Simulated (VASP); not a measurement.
# CdH2O2 (P-3m1) in VASP: further runs

Runs on CdH2O2. Level: PBEsol. Tasks: single point.

All numbers are computed with VASP 6.6.1; they aren't measurements. Logs are shortened: lines on timing, memory, paths and dates and some standing lists are left out, and cuts for length are marked.

### 1 The cell of the first run

It takes space group P-3m1 (No. 164, trigonal). Conventional cell: a = 3.456 Å, b = 3.456 Å, c = 4.564 Å, α = 90.00°, β = 90.00°, γ = 120.00°. Cd (site symmetry -3m) has 6 O at 2.28 Å and 6 H at 2.86 Å within 3.0 Å. Within 1.3 Å of H (site symmetry 3m) lie 1 O at 0.95 Å. O (site symmetry 3m) has 1 H at 0.95 Å within 1.3 Å.

### 2 Single point, PBEsol

Input file INCAR:

```
PREC = Accurate
ENCUT = 520
EDIFF = 1E-6
ISMEAR = 0
SIGMA = 0.01
LREAL = False
LASPH = True
NELM = 60
ALGO = Normal
ISIF = 2
LWAVE = False
LCHARG = True
GGA = PS
LELF = True
LVHAR = True
NBANDS = 21
```

Input file KPOINTS:

```
regular mesh
0
Gamma
  6 6 4
```

Input file POSCAR:

```
CdH2O2
1.0
    3.4559332325      0.0000000000      0.0000000000
   -1.7279617010      2.9929178259      0.0000000000
    0.0000000000      0.0000000000      4.5642702181
Cd H O
1 2 2
Direct
    0.0000000000      0.0000000000      0.0000000000
    0.6666666667      0.3333333333      0.5509600000
    0.3333333333      0.6666666667      0.4490400000
    0.6666666667      0.3333333333      0.7593700000
    0.3333333333      0.6666666667      0.2406300000
```

Potentials or basis: VASP PAW PBE potentials, release 64 (Cd, H, O).

Run with:

```console
> cat potpaw_PBE.64/Cd/POTCAR potpaw_PBE.64/H/POTCAR potpaw_PBE.64/O/POTCAR > POTCAR
> mpirun -np 1 vasp_std > vasp.out
```

OUTCAR:

```text
PREC = Accurate
   ENCUT = 520
   EDIFF = 1E-6
   ISMEAR = 0
   LREAL = False
   LASPH = True
   NELM = 60
   ISIF = 2
   GGA = PS

 ion  position               nearest neighbor table
   1  0.000  0.000  0.000-   5 2.28   4 2.28   5 2.28   4 2.28   4 2.28   5 2.28
   2  0.667  0.333  0.551-   4 0.95
   3  0.333  0.667  0.449-   5 0.95
   4  0.667  0.333  0.759-   2 0.95   1 2.28   1 2.28   1 2.28
   5  0.333  0.667  0.241-   3 0.95   1 2.28   1 2.28   1 2.28

  LATTYP: Found a hexagonal cell.
 ALAT       =     3.4559332325
 C/A-ratio  =     1.3207055551

  Lattice vectors:

 A1 = (   3.4559332325,   0.0000000000,   0.0000000000)
 A2 = (  -1.7279617010,   2.9929178259,   0.0000000000)
 A3 = (   0.0000000000,   0.0000000000,   4.5642702181)

Analysis of symmetry for initial positions (statically):
=====================================================================
 Subroutine PRICEL returns:
 Original cell was already a primitive cell.

 Routine SETGRP: Setting up the symmetry group for a
 hexagonal supercell.

 Subroutine GETGRP returns: Found 12 space group operations
 (whereof 12 operations were pure point group operations)
 out of a pool of 24 trial point group operations.

The static configuration has the point symmetry D_3d.

Analysis of symmetry for dynamics (positions and initial velocities):
=====================================================================
 Subroutine PRICEL returns:
 Original cell was already a primitive cell.

 Routine SETGRP: Setting up the symmetry group for a
 hexagonal supercell.

 Subroutine GETGRP returns: Found 12 space group operations
 (whereof 12 operations were pure point group operations)
 out of a pool of 24 trial point group operations.

The dynamic configuration has the point symmetry D_3d.

 Subroutine INISYM returns: Found 12 space group operations
 (whereof 12 operations are pure point group operations),
 and found     1 'primitive' translations

----------------------------------------------------------------------------------------

                                     Primitive cell

  volume of cell :      47.2097

  direct lattice vectors                    reciprocal lattice vectors
     3.455933233  0.000000000  0.000000000     0.289357442  0.167060577  0.000000000
    -1.727961701  2.992917826  0.000000000     0.000000000  0.334122104  0.000000000
[... 90 lines left out ...]
   EDIFF  = 0.1E-05   stopping-criterion for ELM
   LREAL  =      F    real-space projection
   EDIFFG = 0.1E-04   stopping-criterion for IOM
   NSW    =      0    number of steps for IOM
   IBRION =     -1    ionic relax: 0-MD 1-quasi-New 2-CG
   NFREE  =      0    steps in history (QN), initial steepest desc. (CG)
   ISIF   =      2    stress and relaxation
   ISYM   =      2    0-nonsym 1-usesym 2-fastsym
   POTIM  = 0.5000    time-step for ionic-motion
   TEBEG  =    0.0;   TEEND  =   0.0 temperature during run
   PSTRESS=    0.0 pullay stress
   NELECT =      26.0000    total number of electrons
   NUPDOWN=      -1.0000    fix difference up-down
   EMIN   =  10.00;   EMAX   =-10.00  energy-range for DOS
   EFERMI =   0.00;   METHOD = LEGACY
   ISMEAR =     0;   SIGMA  =   0.01  broadening in eV -4-tet -1-fermi 0-gaus
   EFERMI_NEDOS =   21; number of points for ismear=-14 and -15
   IALGO  =     38    algorithm
   IMIX   =      4    mixing-type and parameters
     AMIX     =   0.40;   BMIX     =  1.00
     AMIX_MAG =   1.60;   BMIX_MAG =  1.00
  volume/ion in A,a.u.               =       9.44        63.72
  Fermi-wavevector in a.u.,A,eV,Ry     =   1.341906  2.535835 24.500173  1.800712
  Thomas-Fermi vector in A             =   2.470102
   LORBIT       =      0    0 simple, 1 ext, 2 COOP (PROOUT), +10 PAW based schemes
   GGA     = PS    functional components
   LHFCALC =     F    Hartree Fock is set to
   AEXX    =    0.0000 exact exchange contribution
   IVDW    =     0    specifies the selected vdW correction
   LEPSILON=     F    determine dielectric tensor
   LRPA    =     F    only Hartree local field effects (RPA)
 non-spin polarized calculation
 Gauss-broadening in eV      SIGMA  =   0.01
  energy-cutoff  :      520.00
  volume of cell :       47.21
 maximum number of plane-waves:      1291
 NGX is ok and might be reduce to    28
   NGX = 13   NGY = 13   NGZ = 17

 number of electron      26.0000001 magnetization

 Free energy of the ion-electron system (eV)
  ---------------------------------------------------
  ext. energy  EPLUGINS =         0.00000000
  ---------------------------------------------------
  free energy    TOTEN  =       -23.41154782 eV

  energy without entropy =      -23.41154782  energy(sigma->0) =      -23.41154782

 E-fermi :   0.4066     XC(G=0): -10.4760

 val. band max:        0.2864234887   @ k =   0.5000  -0.0000   0.0000
 cond. band min:       2.0247602150   @ k =   0.0000   0.0000   0.0000
 fundamental gap:      1.7383367262
 Fermi energy:         0.4066466029

 k-point     1 :       0.0000    0.0000    0.0000
  band No.  band energies     occupation
      1     -18.6085      2.00000
      2     -17.4562      2.00000
      3      -7.6992      2.00000
      4      -6.2493      2.00000
      5      -6.2493      2.00000
      6      -5.3568      2.00000
[... 565 lines left out ...]
     20      17.0645      0.00000
     21      17.6110      0.00000

------------------------ aborting loop because EDIFF is reached ----------------------------------------

  FORCE on cell =-STRESS in cart. coord.  units (eV):
  Direction    XX          YY          ZZ          XY          YZ          ZX
  --------------------------------------------------------------------------------------
  -------------------------------------------------------------------------------------
  Total        1.3097837      1.3097765      3.5220866      0.0000022      0.0000000      0.0000000
  in kB       44.4507063     44.4504643    119.5306080      0.0000730      0.0000000      0.0000000
  external PRESSURE =      69.4772595 kB  Pullay stress =       0.0000000 kB

 VOLUME and BASIS-vectors are now :
 -----------------------------------------------------------------------------
  energy-cutoff  :      520.00
  volume of cell :       47.21
      direct lattice vectors                 reciprocal lattice vectors
     3.455933233  0.000000000  0.000000000     0.289357442  0.167060577  0.000000000
    -1.727961701  2.992917826  0.000000000     0.000000000  0.334122104  0.000000000
     0.000000000  0.000000000  4.564270218     0.000000000  0.000000000  0.219093076

 POSITION                                       TOTAL-FORCE (eV/Angst)
 -----------------------------------------------------------------------------------
      0.00000      0.00000      0.00000        -0.000000      0.000000      0.000000
      1.72797      0.99764      2.51473        -0.000000     -0.000000     -1.489959
      0.00000      1.99528      2.04954        -0.000000      0.000000      1.489959
      1.72797      0.99764      3.46597        -0.000000      0.000000      1.210043
      0.00000      1.99528      1.09830         0.000000      0.000000     -1.210043
 -----------------------------------------------------------------------------------
    total drift:                                0.000000     -0.000000      0.000000

  FREE ENERGIE OF THE ION-ELECTRON SYSTEM (eV)
  ---------------------------------------------------
  free  energy   TOTEN  =       -23.4115478188 eV

  energy  without entropy=      -23.4115478188  energy(sigma->0) =      -23.41154782
```

OSZICAR:

```text
N       E                     dE             d eps       ncg     rms          rms(c)
DAV:   1     0.178978970051E+03    0.17898E+03   -0.14389E+04  1016   0.121E+03
DAV:   2    -0.173010450271E+02   -0.19628E+03   -0.18664E+03  1166   0.315E+02
DAV:   3    -0.265812332255E+02   -0.92802E+01   -0.92490E+01  1156   0.747E+01
DAV:   4    -0.266267516124E+02   -0.45518E-01   -0.45516E-01  1083   0.548E+00
DAV:   5    -0.266269381089E+02   -0.18650E-03   -0.18650E-03  1141   0.321E-01    0.133E+01
DAV:   6    -0.233959756984E+02    0.32310E+01   -0.81323E+00  1238   0.403E+01    0.943E+00
DAV:   7    -0.234501817086E+02   -0.54206E-01   -0.13217E+00  1038   0.951E+00    0.553E+00
DAV:   8    -0.234251275963E+02    0.25054E-01   -0.21914E-01  1088   0.365E+00    0.916E-01
DAV:   9    -0.234111197252E+02    0.14008E-01   -0.54217E-02  1140   0.205E+00    0.162E-01
DAV:  10    -0.234114862096E+02   -0.36648E-03   -0.70272E-03  1078   0.810E-01    0.992E-02
DAV:  11    -0.234115231841E+02   -0.36975E-04   -0.31911E-04  1038   0.225E-01    0.493E-02
DAV:  12    -0.234115425788E+02   -0.19395E-04   -0.96756E-05  1043   0.752E-02    0.244E-02
DAV:  13    -0.234115473111E+02   -0.47323E-05   -0.66378E-06  1058   0.227E-02    0.583E-03
DAV:  14    -0.234115478188E+02   -0.50775E-06   -0.85998E-07   891   0.759E-03
   1 F= -.23411548E+02 E0= -.23411548E+02  d E =-.199071E-66
```

Wall time 24 s (1 thread of AMD EPYC 7R43 (Zen 3), shared host); peak memory 0.14 GiB.

Results:

```
Free energy            : -23.4115 eV
Pressure               : 6.9 GPa
Largest force          : 1.490 eV/Å
Band gap on the k mesh : 1.74 eV, indirect (least direct gap 2.09 eV)
```

Forces in eV/Å, atoms in the order of the input:
```
Cd   0.000  0.000  0.000
H    0.000  0.000 -1.490
H    0.000  0.000  1.490
O    0.000  0.000  1.210
O    0.000  0.000 -1.210
```

Stress tensor (GPa, compression positive):
```
 4.45  0.00  0.00
 0.00  4.45  0.00
 0.00  0.00 11.95
```

Caveat: the PAW data sets were made with another functional, which shifts forces and pressure a little. A k mesh can miss the band edges.

### 3 Single point, PBEsol

This run uses another cell than the first one, of 9.74 Å³/atom, 1.032 times its volume.

Input file INCAR:

```
PREC     = Accurate       # precision mode
ENCUT    = 520            # plane-wave cutoff, eV
EDIFF    = 1E-6           # SCF threshold, eV
ISMEAR   = 0              # smearing method
SIGMA    = 0.01           # smearing width, eV
LREAL    = False          # projectors in reciprocal space
LASPH    = True           # aspherical terms in the spheres
NELM     = 60             # most SCF steps
ALGO     = Normal         # electronic algorithm
ISIF     = 2              # what is computed and relaxed
LWAVE    = False          # write WAVECAR
LCHARG   = False          # write CHGCAR
GGA      = PS             # functional
NBANDS   = 21             # bands
```

Input file KPOINTS:

```
Automatic mesh
0
Gamma
  6 6 4
```

Changes to POSCAR since step 2:

```diff
@@ -2,5 +2,5 @@
 1.0
-    3.4559332325      0.0000000000      0.0000000000
-   -1.7279617010      2.9929178259      0.0000000000
-    0.0000000000      0.0000000000      4.5642702181
+    3.4919351280      0.0000000000      0.0000000000
+   -1.7459625976      3.0240962971      0.0000000000
+    0.0000000000      0.0000000000      4.6118181215
 Cd H O
```

Potentials or basis: VASP PAW PBE potentials, release 64 (Cd, H, O).

Run with:

```console
> cat potpaw_PBE.64/Cd/POTCAR potpaw_PBE.64/H/POTCAR potpaw_PBE.64/O/POTCAR > POTCAR
> mpirun -np 1 vasp_std > vasp.out
```

Wall time 24 s (1 thread of AMD EPYC 7R43 (Zen 3), shared host); peak memory 0.14 GiB.

It converged, with:

```yaml
Free_energy: -23.4585 eV
Pressure: 2.7 GPa
Largest_force: 0.954 eV/Å
Band_gap_on_the_k_mesh: 1.66 eV, indirect (least direct gap 2.01 eV)
```

Forces on the atoms (eV/Å):
```
Cd   0.000  0.000  0.000
H    0.000  0.000 -0.954
H    0.000  0.000  0.954
O    0.000  0.000  0.906
O    0.000  0.000 -0.906
```

Stress tensor (GPa, compression positive):
```
1.06 0.00 0.00
0.00 1.06 0.00
0.00 0.00 6.03
```

Levels at points of the mesh, in eV from the valence-band top:
```csv
k point,band 10,band 11,band 12,band 13,band 14,band 15,band 16,band 17
"(0.00, 0.00, 0.00)",-1.11,-1.11,-0.35,-0.35,1.66,6.11,10.13,12.92
"(0.50, 0.00, 0.00)",-2.93,-2.57,-2.31,0.00,6.44,6.59,8.84,10.44
"(0.00, 0.00, 0.50)",-1.37,-1.37,-0.06,-0.06,4.27,4.40,11.10,11.35
"(0.50, 0.00, 0.50)",-2.49,-2.06,-1.84,-0.50,6.06,6.96,9.13,9.39
```

Caveat: the PAW data sets were made with another functional, which shifts forces and pressure a little.

(Part 1 of 2 ends here.)
